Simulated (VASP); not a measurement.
# Ce2Te (Fm-3m) in VASP: single point with PBE

Aim: the single point of Ce2Te with PBE.

All numbers are computed with VASP 6.6.1; they aren't measurements. Logs are shortened: lines on timing, memory, paths and dates and some standing lists are left out, and cuts for length are marked.

**1. The cell of the first run**

It takes space group Fm-3m (No. 225, cubic). Conventional cell: a = 7.743 Å, b = 7.743 Å, c = 7.743 Å, α = 90.00°, β = 90.00°, γ = 90.00°. Te (site symmetry m-3m) has 8 Ce at 3.35 Å within 4.4 Å. Within 4.4 Å of Ce (site symmetry -43m) lie 4 Te at 3.35 Å and 6 Ce at 3.87 Å.

**2. Single point, PBE**

Contents of POSCAR:

```
Ce2Te
1.0
    0.0000000000      3.8716770000      3.8716770000
    3.8716770000      0.0000000000      3.8716770000
    3.8716770000      3.8716770000      0.0000000000
Te Ce
1 2
Direct
    0.0000000000      0.0000000000      0.0000000000
    0.2500000000      0.2500000000      0.2500000000
    0.7500000000      0.7500000000      0.7500000000
```

Contents of INCAR.step1:

```
PREC = Accurate
ENCUT = 400
EDIFF = 1E-6
ISMEAR = 1
SIGMA = 0.0168
LREAL = F
LASPH = T
NELM = 200
ALGO = Normal
ISIF = 2
LWAVE = F
LCHARG = T
LMAXMIX = 6
GGA = PE
NBANDS = 22
GGA_COMPAT = F
NEDOS = 2001
LORBIT = 11
```

Contents of KPOINTS.step1:

```
regular mesh
0
Gamma
  5 5 5
```

Contents of INCAR.step2:

```
PREC = Accurate
ENCUT = 400
EDIFF = 1E-6
ISMEAR = -5
SIGMA = 0.0168
LREAL = F
LASPH = T
NELM = 200
ALGO = Normal
ISIF = 2
LWAVE = F
LCHARG = F
LMAXMIX = 6
GGA = PE
LORBIT = 11
NEDOS = 1001
ICHARG = 11
GGA_COMPAT = F
```

Contents of KPOINTS.step2:

```
regular mesh
0
Gamma
  8 8 8
```

Potentials or basis: VASP PAW PBE potentials, release 64 (Te, Ce).

Launch:

```sh
cat potpaw_PBE.64/Te/POTCAR potpaw_PBE.64/Ce/POTCAR > POTCAR
cp INCAR.step1 INCAR
cp KPOINTS.step1 KPOINTS
mpirun -np 1 vasp_std > vasp.out
cp INCAR.step2 INCAR
cp KPOINTS.step2 KPOINTS
mpirun -np 1 vasp_std > vasp.out
```

OUTCAR:

```text
PREC = Accurate
   ENCUT = 400
   EDIFF = 1E-6
   ISMEAR = -5
   LREAL = F
   LASPH = T
   NELM = 200
   ISIF = 2
   GGA = PE
   LORBIT = 11
   ICHARG = 11

 ion  position               nearest neighbor table
   1  0.000  0.000  0.000-   3 3.35   3 3.35   3 3.35   2 3.35   3 3.35   2 3.35   2 3.35   2 3.35

   2  0.250  0.250  0.250-   1 3.35   1 3.35   1 3.35   1 3.35
   3  0.750  0.750  0.750-   1 3.35   1 3.35   1 3.35   1 3.35

  LATTYP: Found a face centered cubic cell.
 ALAT       =     7.7433540000

  Lattice vectors:

 A1 = (   0.0000000000,   3.8716770000,   3.8716770000)
 A2 = (   3.8716770000,   0.0000000000,   3.8716770000)
 A3 = (   3.8716770000,   3.8716770000,   0.0000000000)

Analysis of symmetry for initial positions (statically):
=====================================================================
 Subroutine PRICEL returns:
 Original cell was already a primitive cell.

 Routine SETGRP: Setting up the symmetry group for a
 face centered cubic supercell.

 Subroutine GETGRP returns: Found 48 space group operations
 (whereof 48 operations were pure point group operations)
 out of a pool of 48 trial point group operations.

The static configuration has the point symmetry O_h .

Analysis of symmetry for dynamics (positions and initial velocities):
=====================================================================
 Subroutine PRICEL returns:
 Original cell was already a primitive cell.

 Routine SETGRP: Setting up the symmetry group for a
 face centered cubic supercell.

 Subroutine GETGRP returns: Found 48 space group operations
 (whereof 48 operations were pure point group operations)
 out of a pool of 48 trial point group operations.

The dynamic configuration has the point symmetry O_h .

 Subroutine INISYM returns: Found 48 space group operations
 (whereof 48 operations are pure point group operations),
 and found     1 'primitive' translations

----------------------------------------------------------------------------------------

                                     Primitive cell

  volume of cell :     116.0720

  direct lattice vectors                    reciprocal lattice vectors
     0.000000000  3.871677000  3.871677000    -0.129143004  0.129143004  0.129143004
     3.871677000  0.000000000  3.871677000     0.129143004 -0.129143004  0.129143004
     3.871677000  3.871677000  0.000000000     0.129143004  0.129143004 -0.129143004

  length of vectors
     5.475378123  5.475378123  5.475378123     0.223682245  0.223682245  0.223682245

  position of ions in fractional coordinates (direct lattice)
     0.000000000  0.000000000  0.000000000
     0.250000000  0.250000000  0.250000000
     0.750000000  0.750000000  0.750000000

  ion indices of the primitive-cell ions
   primitive index   ion index
                 1           1
                 2           2
                 3           3

----------------------------------------------------------------------------------------

 KPOINTS: regular mesh

Automatic generation of k-mesh.
 Grid dimensions read from file:
 generate k-points for:    8    8    8

 Generating k-lattice:

  Cartesian coordinates                     Fractional coordinates (reciprocal lattice)
    -0.016142876  0.016142876  0.016142876     0.125000000  0.000000000  0.000000000
     0.016142876 -0.016142876  0.016142876     0.000000000  0.125000000  0.000000000
     0.016142876  0.016142876 -0.016142876     0.000000000  0.000000000  0.125000000

  Length of vectors
     0.027960281  0.027960281  0.027960281

  Shift w.r.t. Gamma in fractional coordinates (k-lattice)
     0.000000000  0.000000000  0.000000000

 TETIRR: Found     76 inequivalent tetrahedra from     3072

 Subroutine IBZKPT returns following result:
 ===========================================

 Found     29 irreducible k-points:

 Following reciprocal coordinates:
            Coordinates               Weight
  0.000000  0.000000  0.000000      1.000000
  0.125000  0.000000  0.000000      8.000000
  0.250000  0.000000  0.000000      8.000000
  0.375000  0.000000  0.000000      8.000000
  0.500000  0.000000  0.000000      4.000000
  0.125000  0.125000  0.000000      6.000000
[... 16 lines left out ...]
  0.500000  0.250000  0.125000     48.000000
 -0.375000  0.250000  0.125000     24.000000
 [... further k-points ...]
   k-points           NKPTS =     29   k-points in BZ     NKDIM =     29   number of bands    NBANDS=     19
   number of dos      NEDOS =   1001   number of ions     NIONS =      3
   total plane-waves  NPLWV =  46656
   dimension x,y,z NGX =    36 NGY =   36 NGZ =   36
   dimension x,y,z NGXF=    72 NGYF=   72 NGZF=   72
   ions per type =               1   2
   NGX,Y,Z   is equivalent  to a cutoff of  10.93, 10.93, 10.93 a.u.
   NGXF,Y,Z  is equivalent  to a cutoff of  21.86, 21.86, 21.86 a.u.
 SYSTEM =  unknown system
   PREC   = accura    normal or accurate (medium, high low for compatibility)
   ISTART =      0    job   : 0-new  1-cont  2-samecut
   ICHARG =     11    charge: 1-file 2-atom 10-const
   ISPIN  =      1    spin polarized calculation?
   LNONCOLLINEAR =      F non collinear calculations
   LSORBIT =      F    spin-orbit coupling
   LASPH  =      T    aspherical Exc in radial PAW
   ENCUT  =  400.0 eV  29.40 Ry    5.42 a.u.   8.93  8.93  8.93*2*pi/ulx,y,z
   NELM   =    200;   NELMIN=  2; NELMDL=  0     # of ELM steps
   EDIFF  = 0.1E-05   stopping-criterion for ELM
   LREAL  =      F    real-space projection
   EDIFFG = 0.1E-04   stopping-criterion for IOM
   NSW    =      0    number of steps for IOM
   IBRION =     -1    ionic relax: 0-MD 1-quasi-New 2-CG
   NFREE  =      0    steps in history (QN), initial steepest desc. (CG)
   ISIF   =      2    stress and relaxation
   ISYM   =      2    0-nonsym 1-usesym 2-fastsym
   POTIM  = 0.5000    time-step for ionic-motion
   TEBEG  =    0.0;   TEEND  =   0.0 temperature during run
   PSTRESS=    0.0 pullay stress
   NELECT =      30.0000    total number of electrons
   NUPDOWN=      -1.0000    fix difference up-down
   EMIN   =  10.00;   EMAX   =-10.00  energy-range for DOS
   EFERMI =   0.00;   METHOD = LEGACY
   ISMEAR =    -5;   SIGMA  =   0.02  broadening in eV -4-tet -1-fermi 0-gaus
   EFERMI_NEDOS =   21; number of points for ismear=-14 and -15
   IALGO  =     38    algorithm
   IMIX   =      4    mixing-type and parameters
     AMIX     =   0.40;   BMIX     =  1.00
     AMIX_MAG =   1.60;   BMIX_MAG =  1.00
  volume/ion in A,a.u.               =      38.69       261.10
  Fermi-wavevector in a.u.,A,eV,Ry     =   1.042812  1.970629 14.795757  1.087457
  Thomas-Fermi vector in A             =   2.177494
   LORBIT       =     11    0 simple, 1 ext, 2 COOP (PROOUT), +10 PAW based schemes
   GGA     = PE    functional components
   LHFCALC =     F    Hartree Fock is set to
   AEXX    =    0.0000 exact exchange contribution
   IVDW    =     0    specifies the selected vdW correction
   LEPSILON=     F    determine dielectric tensor
   LRPA    =     F    only Hartree local field effects (RPA)
 non-spin polarized calculation
 Fermi weights with tetrahedron method with Bloechl corrections
  energy-cutoff  :      400.00
  volume of cell :      116.07
 maximum number of plane-waves:      2148

 number of electron      29.9999998 magnetization

 Free energy of the ion-electron system (eV)
  ---------------------------------------------------
  ext. energy  EPLUGINS =         0.00000000
  ---------------------------------------------------
  free energy    TOTEN  =       -15.92666641 eV

  energy without entropy =      -15.92666641  energy(sigma->0) =      -15.92666641

 E-fermi :   5.9526     XC(G=0):  -9.1497

 val. band max:        5.9436472623   @ k =  -0.3750   0.2500   0.0000
 cond. band min:       5.9581636999   @ k =  -0.3750   0.3750   0.0000
 fundamental gap:      0.0145164377
 Fermi energy:         5.9525728969

 k-point     1 :       0.0000    0.0000    0.0000
  band No.  band energies     occupation
      1     -29.1365      2.00000
      2     -29.0360      2.00000
      3     -12.0892      2.00000
      4     -12.0892      2.00000
      5     -12.0892      2.00000
      6     -11.7439      2.00000
[... 11 lines left out ...]
     18       6.1085      0.00000
     19       6.1092      0.00000

 k-point     2 :       0.1250    0.0000    0.0000
  band No.  band energies     occupation
      1     -29.1330      2.00000
      2     -29.0396      2.00000
      3     -12.0827      2.00000
      4     -12.0778      2.00000
      5     -12.0778      2.00000
      6     -11.7699      2.00000
[... 11 lines left out ...]
     18       6.1044      0.00000
     19       6.1106      0.00000

 k-point     3 :       0.2500    0.0000    0.0000
  band No.  band energies     occupation
      1     -29.1224      2.00000
      2     -29.0497      2.00000
      3     -12.0644      2.00000
      4     -12.0447      2.00000
      5     -12.0447      2.00000
      6     -11.8339      2.00000
[... 11 lines left out ...]
     18       6.0816      0.00000
     19       6.0966      0.00000

 k-point     4 :       0.3750    0.0000    0.0000
  band No.  band energies     occupation
      1     -29.1055      2.00000
      2     -29.0661      2.00000
      3     -12.0371      2.00000
      4     -11.9934      2.00000
      5     -11.9934      2.00000
      6     -11.9053      2.00000
[... 11 lines left out ...]
     18       6.0444      0.00000
     19       6.0841      0.00000

 k-point     5 :       0.5000    0.0000    0.0000
  band No.  band energies     occupation
      1     -29.0860      2.00000
      2     -29.0859      2.00000
      3     -12.0153      2.00000
      4     -11.9448      2.00000
      5     -11.9380      2.00000
      6     -11.9380      2.00000
[... 11 lines left out ...]
     18       6.0304      0.00000
     19       6.0599      0.00000

 k-point     6 :       0.1250    0.1250    0.0000
  band No.  band energies     occupation
      1     -29.1320      2.00000
      2     -29.0405      2.00000
      3     -12.1012      2.00000
      4     -12.1012      2.00000
      5     -12.0273      2.00000
      6     -11.8315      2.00000
[... 11 lines left out ...]
     18       6.1031      0.00000
     19       6.1114      0.00000

 k-point     7 :       0.2500    0.1250    0.0000
  band No.  band energies     occupation
      1     -29.1241      2.00000
      2     -29.0481      2.00000
      3     -12.1046      2.00000
      4     -12.0997      2.00000
      5     -11.9630      2.00000
      6     -11.9199      2.00000
[... 11 lines left out ...]
     18       6.0892      0.00000
     19       6.0942      0.00000

 k-point     8 :       0.3750    0.1250    0.0000
  band No.  band energies     occupation
      1     -29.1101      2.00000
      2     -29.0619      2.00000
      3     -12.0953      2.00000
      4     -12.0721      2.00000
      5     -12.0026      2.00000
      6     -11.8932      2.00000
[... 256 lines left out ...]
 k-point    20 :      -0.3750    0.3750    0.0000
  band No.  band energies     occupation
      1     -29.0929      2.00000
      2     -29.0785      2.00000
      3     -12.2702      2.00000
      4     -12.1242      2.00000
      5     -12.1097      2.00000
      6     -11.7628      2.00000
[... 11 lines left out ...]
     18       6.0500      0.00000
     19       6.0561      0.00000

 k-point    21 :       0.5000    0.5000    0.0000
  band No.  band energies     occupation
      1     -29.1019      2.00000
      2     -29.0683      2.00000
      3     -12.2990      2.00000
      4     -12.1694      2.00000
      5     -12.1694      2.00000
      6     -11.6900      2.00000
[... 11 lines left out ...]
     18       6.0615      0.00000
     19       6.0622      0.00000

 k-point    22 :       0.3750    0.2500    0.1250
  band No.  band energies     occupation
      1     -29.1149      2.00000
      2     -29.0568      2.00000
      3     -12.1481      2.00000
      4     -12.0658      2.00000
      5     -12.0182      2.00000
      6     -11.8832      2.00000
[... 11 lines left out ...]
     18       6.0650      0.00000
     19       6.0853      0.00000

 k-point    23 :       0.5000    0.2500    0.1250
  band No.  band energies     occupation
      1     -29.1012      2.00000
      2     -29.0699      2.00000
      3     -12.1745      2.00000
      4     -12.0925      2.00000
      5     -12.0096      2.00000
      6     -11.8652      2.00000
[... 11 lines left out ...]
     18       6.0574      0.00000
     19       6.0681      0.00000

 k-point    24 :      -0.3750    0.2500    0.1250
  band No.  band energies     occupation
      1     -29.0854      2.00000
      2     -29.0854      2.00000
      3     -12.1823      2.00000
      4     -12.1206      2.00000
      5     -11.9414      2.00000
      6     -11.9387      2.00000
[... 11 lines left out ...]
     18       6.0443      0.00000
     19       6.0454      0.00000

 [... further k-points ...]

------------------------ aborting loop because EDIFF is reached ----------------------------------------

  FORCE on cell =-STRESS in cart. coord.  units (eV):
  Direction    XX          YY          ZZ          XY          YZ          ZX
  --------------------------------------------------------------------------------------
  -------------------------------------------------------------------------------------
  Total       -4.2720525     -4.2720525     -4.2720525      0.0000000      0.0000000      0.0000000
  in kB      -58.9684631    -58.9684631    -58.9684631      0.0000000      0.0000000      0.0000000
  external PRESSURE =     -58.9684631 kB  Pullay stress =       0.0000000 kB

 VOLUME and BASIS-vectors are now :
 -----------------------------------------------------------------------------
  energy-cutoff  :      400.00
  volume of cell :      116.07
      direct lattice vectors                 reciprocal lattice vectors
     0.000000000  3.871677000  3.871677000    -0.129143004  0.129143004  0.129143004
     3.871677000  0.000000000  3.871677000     0.129143004 -0.129143004  0.129143004
     3.871677000  3.871677000  0.000000000     0.129143004  0.129143004 -0.129143004

 POSITION                                       TOTAL-FORCE (eV/Angst)
 -----------------------------------------------------------------------------------
      0.00000      0.00000      0.00000        -0.000000     -0.000000     -0.000000
      1.93584      1.93584      1.93584         0.000000      0.000000      0.000000
      5.80752      5.80752      5.80752        -0.000000     -0.000000     -0.000000
 -----------------------------------------------------------------------------------
    total drift:                                0.000000      0.000000      0.000000

  FREE ENERGIE OF THE ION-ELECTRON SYSTEM (eV)
  ---------------------------------------------------
  free  energy   TOTEN  =       -15.9266664149 eV

  energy  without entropy=      -15.9266664149  energy(sigma->0) =      -15.92666641

 total charge

# of ion       s       p       d       f       tot
--------------------------------------------------
    1        1.339   2.014   0.053   0.000   3.405
    2        2.012   5.664   0.822   1.075   9.572
    3        2.012   5.664   0.822   1.075   9.572
--------------------------------------------------
tot          5.362  13.343   1.696   2.149  22.550
```

It took 3.3 min on 1 thread of Intel Xeon 8259CL, shared host; peak memory 0.22 GiB.

Results:

```yaml
Valence_electrons_inside_the_program's_atomic_spheres: Te 3.40; Ce 9.57
```

Levels at points of the mesh, in eV from the Fermi level:
```
           k point  band 11  band 12  band 13  band 14  band 15  band 16  band 17  band 18  band 19
(0.00, 0.00, 0.00)    -3.98    -3.98    -0.99    -0.84    -0.84     0.15     0.15     0.16     0.16
(0.50, 0.00, 0.00)    -3.56    -3.56    -0.11    -0.10    -0.10    -0.05     0.08     0.08     0.11
(0.50, 0.50, 0.00)    -3.15    -3.15    -0.84    -0.42    -0.17    -0.02     0.08     0.11     0.11
```

Caveat: spin-orbit coupling is left out, which moves the levels of the heavy elements; semilocal functionals describe open f shells poorly, which spoils levels, moments and volumes. Spin polarisation is off, so any magnetic state and its effect on volume and gap are missing.
